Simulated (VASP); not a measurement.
A run of VASP 6.6.1 is set up as follows.

INCAR

```
  ALGO = Normal
  EDIFF = 1E-7
  ENCUT = 520
  GGA = PE
  ISIF = 2
  ISMEAR = -1
  LASPH = True
  LCHARG = True
  LELF = True
  LREAL = False
  LVHAR = True
  LWAVE = False
  NBANDS = 14
  NELM = 60
  PREC = Accurate
  SIGMA = 0.1
```

Contents of KPOINTS:

```
k-points
0
Gamma
  17 17 15
```

Contents of POSCAR:

```
SiNi
1.0
    2.2826205730      0.0000000000      0.0000000000
   -1.1413102865      1.9768074034      0.0000000000
    0.0000000000      0.0000000000      3.3771006640
Ni Si
1 1
Direct
    0.0000000000      0.0000000000      0.0000000000
    0.3333333333      0.6666666667      0.5000000000
```

Potentials or basis: VASP PAW PBE potentials, release 64 (Ni, Si).

Command:

```sh
$ cat potpaw_PBE.64/Ni/POTCAR potpaw_PBE.64/Si/POTCAR > POTCAR
$ mpirun -np 1 vasp_std > vasp.out
```

Task: What does it give for the pressure?

Result: 190.2 GPa.

Task: Estimate the band gap on the k mesh.

Result: Zero (band 7 reaches 20.10 eV, above the bottom of band 8 at 18.84 eV).

Stress tensor (GPa, compression positive):
```
189.93   0.00   0.00
  0.00 189.93   0.00
  0.00   0.00 190.81
```

Spin polarisation is off, so any magnetic state and its effect on volume and gap are missing.
